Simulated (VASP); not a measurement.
# CuO (Cccm) in VASP: a series of runs

Aim: see how the results for CuO move with the level of theory and the settings. Levels: PBE, r2SCAN+D3(BJ), LDA+U. Tasks: single point.

Everything below comes from runs of VASP 6.6.1. Logs are shortened: lines on timing, memory, paths and dates and some standing lists are left out, and cuts for length are marked.

## Step 1: The cell of the first run

Symmetry: Cccm, No. 66, orthorhombic system. The conventional cell has a = 4.166 Å, b = 4.177 Å, c = 5.149 Å, α = 90.00°, β = 90.00°, γ = 90.00°. Within 2.6 Å of Cu (site symmetry 2/m) lie 4 O at 1.96 Å. O (site symmetry 222) has 4 Cu at 1.96 Å and 2 O at 2.57 Å within 2.6 Å.

## Step 2: Single point, PBE

Contents of INCAR:

```
ALGO = Normal ; EDIFF = 1E-6
ENCUT = 700 ; GGA = PE
GGA_COMPAT = F ; ISIF = 2
ISMEAR = -1 ; LASPH = T
LCHARG = T ; LELF = T
LREAL = F ; LVHAR = T
LWAVE = F ; NBANDS = 33
NELM = 120 ; PREC = Accurate
SIGMA = 0.05
```

Contents of KPOINTS:

```
k-points
0
Gamma
  9 9 5
```

Contents of POSCAR:

```
CuO
1.0
    2.0831679048     -2.0886204283      0.0000000000
    2.0831679048      2.0886204283      0.0000000000
    0.0000000000      0.0000000000      5.1485269458
Cu O
2 2
Direct
    0.5000000000      0.0000000000      0.0000000000
    0.0000000000      0.5000000000      0.5000000000
    0.5000000000      0.5000000000      0.2500000000
    0.5000000000      0.5000000000      0.7500000000
```

Potentials or basis: VASP PAW PBE potentials, release 64 (Cu_sv_GW, O).

Run with:

```console
> cat potpaw_PBE.64/Cu_sv_GW/POTCAR potpaw_PBE.64/O/POTCAR > POTCAR
> mpirun -np 1 vasp_std > vasp.out
```

OUTCAR:

```text
EDIFF = 1E-6
   ENCUT = 700
   GGA = PE
   ISIF = 2
   ISMEAR = -1
   LASPH = T
   LREAL = F
   NELM = 120
   PREC = Accurate

 ion  position               nearest neighbor table
   1  0.500  0.000  0.000-   3 1.96   4 1.96   3 1.96   4 1.96
   2  0.000  0.500  0.500-   3 1.96   4 1.96   3 1.96   4 1.96
   3  0.500  0.500  0.250-   1 1.96   2 1.96   1 1.96   2 1.96
   4  0.500  0.500  0.750-   1 1.96   2 1.96   1 1.96   2 1.96

  LATTYP: Found a base centered orthorhombic cell.
 ALAT       =     4.1663358096
 B/A-ratio  =     1.0026174191
 C/A-ratio  =     1.2357445922

  Lattice vectors:

 A1 = (   2.0831679048,  -2.0886204283,   0.0000000000)
 A2 = (   2.0831679048,   2.0886204283,   0.0000000000)
 A3 = (   0.0000000000,   0.0000000000,   5.1485269458)

Analysis of symmetry for initial positions (statically):
=====================================================================
 Subroutine PRICEL returns:
 Original cell was already a primitive cell.

 Routine SETGRP: Setting up the symmetry group for a
 base centered orthorhombic supercell.

 Subroutine GETGRP returns: Found  8 space group operations
 (whereof  4 operations were pure point group operations)
 out of a pool of  8 trial point group operations.

The static configuration has the point symmetry C_2h.
 The point group associated with its full space group is D_2h.

Analysis of symmetry for dynamics (positions and initial velocities):
=====================================================================
 Subroutine PRICEL returns:
 Original cell was already a primitive cell.

 Routine SETGRP: Setting up the symmetry group for a
 base centered orthorhombic supercell.

 Subroutine GETGRP returns: Found  8 space group operations
 (whereof  4 operations were pure point group operations)
 out of a pool of  8 trial point group operations.

The dynamic configuration has the point symmetry C_2h.
 The point group associated with its full space group is D_2h.

 Subroutine INISYM returns: Found  8 space group operations
 (whereof  4 operations are pure point group operations),
 and found     1 'primitive' translations

----------------------------------------------------------------------------------------

                                     Primitive cell

  volume of cell :      44.8019

  direct lattice vectors                    reciprocal lattice vectors
     2.083167905 -2.088620428  0.000000000     0.240019059 -0.239392468  0.000000000
     2.083167905  2.088620428  0.000000000     0.240019059  0.239392468  0.000000000
     0.000000000  0.000000000  5.148526946     0.000000000  0.000000000  0.194230313

  length of vectors
     2.949902340  2.949902340  5.148526946     0.338995432  0.338995432  0.194230313

  position of ions in fractional coordinates (direct lattice)
     0.500000000  0.000000000  0.000000000
     0.000000000  0.500000000  0.500000000
     0.500000000  0.500000000  0.250000000
     0.500000000  0.500000000  0.750000000

  ion indices of the primitive-cell ions
   primitive index   ion index
                 1           1
                 2           2
                 3           3
                 4           4

----------------------------------------------------------------------------------------

 KPOINTS: k-points

Automatic generation of k-mesh.
 Grid dimensions read from file:
 generate k-points for:    9    9    5

 Generating k-lattice:

  Cartesian coordinates                     Fractional coordinates (reciprocal lattice)
     0.026668784 -0.026599163  0.000000000     0.111111111  0.000000000  0.000000000
     0.026668784  0.026599163  0.000000000     0.000000000  0.111111111  0.000000000
     0.000000000  0.000000000  0.038846063     0.000000000  0.000000000  0.200000000

  Length of vectors
     0.037666159  0.037666159  0.038846063

  Shift w.r.t. Gamma in fractional coordinates (k-lattice)
     0.000000000  0.000000000  0.000000000

 Subroutine IBZKPT returns following result:
 ===========================================

 Found     75 irreducible k-points:

 Following reciprocal coordinates:
            Coordinates               Weight
  0.000000  0.000000  0.000000      1.000000
  0.111111 -0.000000  0.000000      4.000000
  0.222222 -0.000000  0.000000      4.000000
  0.333333 -0.000000  0.000000      4.000000
  0.444444 -0.000000  0.000000      4.000000
  0.111111  0.111111  0.000000      2.000000
[... 16 lines left out ...]
 -0.333333  0.333333  0.000000      2.000000
  0.444444  0.444444  0.000000      2.000000
 [... further k-points ...]
   k-points           NKPTS =     75   k-points in BZ     NKDIM =     75   number of bands    NBANDS=     33
   number of dos      NEDOS =    301   number of ions     NIONS =      4
   total plane-waves  NPLWV =  37632
   dimension x,y,z NGX =    28 NGY =   28 NGZ =   48
   dimension x,y,z NGXF=    56 NGYF=   56 NGZF=   96
   ions per type =               2   2
   NGX,Y,Z   is equivalent  to a cutoff of  15.78, 15.78, 15.50 a.u.
   NGXF,Y,Z  is equivalent  to a cutoff of  31.56, 31.56, 31.00 a.u.
 SYSTEM =  unknown system
   PREC   = accura    normal or accurate (medium, high low for compatibility)
   ISTART =      0    job   : 0-new  1-cont  2-samecut
   ICHARG =      2    charge: 1-file 2-atom 10-const
   ISPIN  =      1    spin polarized calculation?
   LNONCOLLINEAR =      F non collinear calculations
   LSORBIT =      F    spin-orbit coupling
   LASPH  =      T    aspherical Exc in radial PAW
   ENCUT  =  700.0 eV  51.45 Ry    7.17 a.u.   6.36  6.36 11.11*2*pi/ulx,y,z
   NELM   =    120;   NELMIN=  2; NELMDL= -5     # of ELM steps
   EDIFF  = 0.1E-05   stopping-criterion for ELM
   LREAL  =      F    real-space projection
   EDIFFG = 0.1E-04   stopping-criterion for IOM
   NSW    =      0    number of steps for IOM
   IBRION =     -1    ionic relax: 0-MD 1-quasi-New 2-CG
   NFREE  =      0    steps in history (QN), initial steepest desc. (CG)
   ISIF   =      2    stress and relaxation
   ISYM   =      2    0-nonsym 1-usesym 2-fastsym
   POTIM  = 0.5000    time-step for ionic-motion
   TEBEG  =    0.0;   TEEND  =   0.0 temperature during run
   PSTRESS=    0.0 pullay stress
   NELECT =      50.0000    total number of electrons
   NUPDOWN=      -1.0000    fix difference up-down
   EMIN   =  10.00;   EMAX   =-10.00  energy-range for DOS
   EFERMI =   0.00;   METHOD = LEGACY
   ISMEAR =    -1;   SIGMA  =   0.05  broadening in eV -4-tet -1-fermi 0-gaus
   EFERMI_NEDOS =   21; number of points for ismear=-14 and -15
   IALGO  =     38    algorithm
   IMIX   =      4    mixing-type and parameters
     AMIX     =   0.40;   BMIX     =  1.00
     AMIX_MAG =   1.60;   BMIX_MAG =  1.00
  volume/ion in A,a.u.               =      11.20        75.58
  Fermi-wavevector in a.u.,A,eV,Ry     =   1.698110  3.208963 39.233470  2.883579
  Thomas-Fermi vector in A             =   2.778669
   LORBIT       =      0    0 simple, 1 ext, 2 COOP (PROOUT), +10 PAW based schemes
   GGA     = PE    functional components
   LHFCALC =     F    Hartree Fock is set to
   AEXX    =    0.0000 exact exchange contribution
   IVDW    =     0    specifies the selected vdW correction
   LEPSILON=     F    determine dielectric tensor
   LRPA    =     F    only Hartree local field effects (RPA)
 non-spin polarized calculation
  energy-cutoff  :      700.00
  volume of cell :       44.80
 maximum number of plane-waves:      1897
 NGX is ok and might be reduce to    28
   NGX = 13   NGY = 13   NGZ = 23

 number of electron      49.9999972 magnetization

 Free energy of the ion-electron system (eV)
  ---------------------------------------------------
  ext. energy  EPLUGINS =         0.00000000
  ---------------------------------------------------
  free energy    TOTEN  =       -19.90351276 eV

  energy without entropy =      -19.88430807  energy(sigma->0) =      -19.89391042

 E-fermi :   4.7780     XC(G=0): -11.5941

 val. band max:        4.7365552301   @ k =   0.1111   0.1111   0.4000
 cond. band min:       4.8034434741   @ k =   0.4444  -0.0000   0.2000
 fundamental gap:      0.0668882440
 Fermi energy:         4.7779943819

 k-point     1 :       0.0000    0.0000    0.0000
  band No.  band energies     occupation
      1    -107.8961      2.00000
      2    -107.8960      2.00000
      3     -65.3958      2.00000
      4     -65.3958      2.00000
      5     -65.3629      2.00000
      6     -65.3566      2.00000
[... 25 lines left out ...]
     32      19.1379      0.00000
     33      19.5087      0.00000

 k-point     2 :       0.1111   -0.0000    0.0000
  band No.  band energies     occupation
      1    -107.8966      2.00000
      2    -107.8960      2.00000
      3     -65.3974      2.00000
      4     -65.3959      2.00000
      5     -65.3627      2.00000
      6     -65.3575      2.00000
[... 25 lines left out ...]
     32      19.3275      0.00000
     33      19.5712      0.00000

 k-point     3 :       0.2222   -0.0000    0.0000
  band No.  band energies     occupation
      1    -107.8964      2.00000
      2    -107.8963      2.00000
      3     -65.4008      2.00000
      4     -65.3959      2.00000
      5     -65.3623      2.00000
      6     -65.3577      2.00000
[... 25 lines left out ...]
     32      19.3574      0.00000
     33      19.6269      0.00000

 k-point     4 :       0.3333   -0.0000    0.0000
  band No.  band energies     occupation
      1    -107.8964      2.00000
      2    -107.8955      2.00000
      3     -65.4040      2.00000
      4     -65.3957      2.00000
      5     -65.3614      2.00000
      6     -65.3576      2.00000
[... 673 lines left out ...]
     32      16.2203      0.00000
     33      17.5436      0.00000

 k-point    23 :      -0.3333    0.3333    0.0000
  band No.  band energies     occupation
      1    -107.8958      2.00000
      2    -107.8952      2.00000
      3     -65.4042      2.00000
      4     -65.4024      2.00000
      5     -65.3602      2.00000
      6     -65.3581      2.00000
[... 25 lines left out ...]
     32      16.1566      0.00000
     33      18.5245      0.00000

 k-point    24 :       0.4444    0.4444    0.0000
  band No.  band energies     occupation
      1    -107.8952      2.00000
      2    -107.8951      2.00000
      3     -65.4070      2.00000
      4     -65.4039      2.00000
      5     -65.3587      2.00000
      6     -65.3585      2.00000
[... 25 lines left out ...]
     32      15.8213      0.00000
     33      16.5513      0.00000

 [... further k-points ...]

------------------------ aborting loop because EDIFF is reached ----------------------------------------

  FORCE on cell =-STRESS in cart. coord.  units (eV):
  Direction    XX          YY          ZZ          XY          YZ          ZX
  --------------------------------------------------------------------------------------
  -------------------------------------------------------------------------------------
  Total       -0.7280981     -0.7390957     -0.7177843      0.0000000      0.0000000      0.0000000
  in kB      -26.0377664    -26.4310544    -25.6689291      0.0000000      0.0000000      0.0000000
  external PRESSURE =     -26.0459166 kB  Pullay stress =       0.0000000 kB

 VOLUME and BASIS-vectors are now :
 -----------------------------------------------------------------------------
  energy-cutoff  :      700.00
  volume of cell :       44.80
      direct lattice vectors                 reciprocal lattice vectors
     2.083167905 -2.088620428  0.000000000     0.240019059 -0.239392468  0.000000000
     2.083167905  2.088620428  0.000000000     0.240019059  0.239392468  0.000000000
     0.000000000  0.000000000  5.148526946     0.000000000  0.000000000  0.194230313

 POSITION                                       TOTAL-FORCE (eV/Angst)
 -----------------------------------------------------------------------------------
      1.04158     -1.04431      0.00000        -0.000000     -0.000000      0.000000
      1.04158      1.04431      2.57426         0.000000     -0.000000      0.000000
      2.08317      0.00000      1.28713         0.000000      0.000000     -0.000000
      2.08317      0.00000      3.86140         0.000000     -0.000000      0.000000
 -----------------------------------------------------------------------------------
    total drift:                                0.000000      0.000000     -0.000000

  FREE ENERGIE OF THE ION-ELECTRON SYSTEM (eV)
  ---------------------------------------------------
  free  energy   TOTEN  =       -19.9035127638 eV

  energy  without entropy=      -19.8843080671  energy(sigma->0) =      -19.89391042
```

It took 2.5 min on 1 thread of AMD EPYC 7R13 (Zen 3), shared host; peak memory 0.28 GiB.

Results:

```yaml
Free_energy: -19.9035 eV
Pressure: -2.6 GPa
Band_gap_on_the_k_mesh: zero (bands 25 and 26 overlap by 0.93 eV)
```

Levels at points of the mesh, in eV from the Fermi level:
| k point | band 23 | band 24 | band 25 | band 26 | band 27 | band 28 |
| --- | --- | --- | --- | --- | --- | --- |
| (0.00, 0.00, 0.00) | -2.24 | -1.86 | 0.69 | 0.69 | 1.36 | 6.04 |

Caveat: semilocal functionals often make such compounds metallic where correlation or magnetic order opens a gap, which also shifts bond lengths.

[end of part 1 of 3]
